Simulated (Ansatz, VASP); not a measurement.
AlNi in VASP and in Ansatz

File INCAR:

```
SYSTEM = AlNi
PREC = Accurate
ENCUT = 520
EDIFF = 1E-6
ISMEAR = 0
SIGMA = 0.1
LREAL = .False.
LASPH = .True.
NELM = 80
ALGO = Normal
ISIF = 2
LWAVE = .False.
LCHARG = .False.
GGA = PE
NBANDS = 14
```

Contents of KPOINTS:

```
regular mesh
0
Gamma
  14 14 14
  0 0 0
```

POSCAR

```
AlNi
1.0
    2.7723955766      0.0000000000      0.0000000000
    0.0000000000      2.7723955766      0.0000000000
    0.0000000000      0.0000000000      2.7723955766
Al Ni
1 1
Direct
    0.0000000000      0.0000000000      0.0000000000
    0.5000000000      0.5000000000      0.5000000000
```

Input for Ansatz:

```yaml
crystal:
  lattice:
    - [2.7723955785, 0.0, 0.0]
    - [0.0, 2.7723955785, 0.0]
    - [0.0, 0.0, 2.7723955785]
  atoms:
    - { symbol: Al, position: [0.0, 0.0, 0.0] }
    - { symbol: Ni, position: [0.5, 0.5, 0.5] }
basis:
  ecutwfc: 420
kpoints:
  mp_grid: { grid: [14, 14, 14] }
hamiltonian:
  xc: pbe
scf:
  occupations: { method: gaussian, width: 0.1 }
output:
  forces: true
  stress: true
  eigenvalues: true
```

Alike in both runs: task single point; functional PBE; k mesh 14 × 14 × 14; occupations gaussian, width 0.1 eV; no spin polarisation.

|  | VASP | Ansatz |
| --- | --- | --- |
| version | VASP 6.6.1 | Ansatz 0.2.0 |
| potentials or method | VASP PAW PBE potentials, release 64 (Al, Ni), cutoff 520 eV | scalar-relativistic, plane waves, PAW |
| valence electrons in the cell | 13 | 21 |

```csv
,VASP,Ansatz,Ansatz less VASP
gap on the k mesh at the Fermi level (eV),none,none,-
pressure (GPa),26.8,26.9,+0.08
```

A gap of «none» marks a metal or a gap that the smearing closes. VASP's potentials hold 13 valence electrons a cell and Ansatz's 21, so a difference there can come from the potentials and not from the codes.
